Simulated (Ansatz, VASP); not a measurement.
# Two plane-wave programs on CrPS3

```xyz
5
Lattice="4.5041 0.0000 0.0000 0.0000 4.5041 0.0000 0.0000 0.0000 4.5041" Properties=species:S:1:pos:R:3 pbc="T T T"
Cr    0.0000    0.0000    0.0000
P     2.2521    2.2521    2.2521
S     2.2521    0.0000    0.0000
S     0.0000    2.2521    0.0000
S     0.0000    0.0000    2.2521
```

Change from the starting cell: species swapped into the MgAgF3 type (Pm-3m, No. 221).

Alike in both runs: functional PBE; k mesh 8 × 8 × 8; occupations gaussian, width 0.1 eV; collinear spin.

Ansatz relaxed the structure, and its values are those at the end. VASP's run is a single point on that final structure, the one shown.

|  | VASP | Ansatz |
| --- | --- | --- |
| version | VASP 6.6.1 | Ansatz 0.2.0 |
| potentials or method | VASP PAW PBE potentials, release 64 (Cr_pv, P, S), cutoff 520 eV | scalar-relativistic, plane waves, PAW |
| valence electrons in the cell | 35 | 37 |

|  | VASP | Ansatz | Ansatz less VASP |
| --- | --- | --- | --- |
| gap on the k mesh at the Fermi level (eV) | none | none | - |
| pressure (GPa) | -0.2 | 0.0 | +0.20 |
| net moment per atom (μB) | 0.50 | 0.50 | -0.003 |
| size of the moment on the site where the two differ most (μB) | 0.25 | 0.43 | +0.187 |

Site moments also hang on the region over which each program counts them. A gap of «none» marks a metal or a gap that the smearing closes. VASP's potentials hold 35 valence electrons a cell and Ansatz's 37, so a difference there can come from the potentials and not from the codes.
